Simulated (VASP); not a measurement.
A run of VASP 6.6.1 is set up as follows.

File INCAR:

```
PREC = Accurate
ENCUT = 520
EDIFF = 1E-7
ISMEAR = 0
SIGMA = 0.15
LREAL = False
LASPH = True
NELM = 80
ALGO = Normal
ISIF = 2
LWAVE = False
LCHARG = False
GGA = PS
NBANDS = 37
```

KPOINTS

```
regular mesh
0
Gamma
  10 10 10
```

File POSCAR:

```
Ta4C3
1.0
    4.4026021986      0.0000000000      0.0000000000
    0.0000000000      4.4026021986      0.0000000000
    0.0000000000      0.0000000000      4.4026021986
Ta C
4 3
Direct
    0.0000000000      0.5000000000      0.5000000000
    0.5000000000      0.0000000000      0.5000000000
    0.5000000000      0.5000000000      0.0000000000
    0.0000000000      0.0000000000      0.0000000000
    0.5000000000      0.0000000000     -0.0596238289
    0.0000000000      0.5000000000     -0.0596238289
    0.0000000000      0.0000000000      0.4403761711
```

Potentials or basis: VASP PAW PBE potentials, release 64 (Ta_pv, C).

Run with:

```bash
$ cat potpaw_PBE.64/Ta_pv/POTCAR potpaw_PBE.64/C/POTCAR > POTCAR
$ mpirun -np 1 vasp_std > vasp.out
```

(1) Estimate the largest force.

(2) Estimate the band gap on the k mesh.

Results:

(1) 4.483 eV/Å.

(2) zero (bands 28 and 29 overlap by 0.90 eV).

Caveat: the cell differs from its parent crystal (all C atoms moved +0.263 Å, as atom 5 towards its neighbour atom 2 (Ta) at 2.201 Å); the PAW data sets were made with another functional, which shifts forces and pressure a little; spin-orbit coupling is left out, which moves the levels of the heavy elements.
